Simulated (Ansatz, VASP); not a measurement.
**CdS: VASP beside Ansatz**

```
CELL_PARAMETERS angstrom
-0.03674 2.93921 2.93921
2.93921 -0.03674 2.93921
2.90247 2.90247 0.00000
ATOMIC_POSITIONS crystal
Cd 0.99723 0.99723 0.00277
S 0.25277 0.25277 0.24723
```

Change from the starting cell: shear_xy strain -2.5%.

Alike in both runs: task single point; functional r2SCAN; k mesh 8 × 8 × 8; no spin polarisation.

```csv
,VASP,Ansatz
version,VASP 6.6.1,Ansatz 0.2.0
potentials or method,"VASP PAW PBE potentials, release 64 (Cd, S)","plane waves, PAW"
plane-wave cutoff (eV),520,500
occupations,"gaussian, width 0.01 eV",fixed
valence electrons in the cell,18,26
```

|  | VASP | Ansatz | Ansatz less VASP |
| --- | --- | --- | --- |
| gap on the k mesh at the Fermi level (eV) | 1.48 | 1.49 | +0.005 |
| pressure (GPa) | 0.3 | 0.0 | -0.31 |
| traceless stress, the component that is largest in VASP (GPa) | 0.65 | 0.65 | -0.005 |

VASP's potentials were made for PBE, not for r2SCAN. VASP's potentials hold 18 valence electrons a cell and Ansatz's 26, so a difference there can come from the potentials and not from the codes.
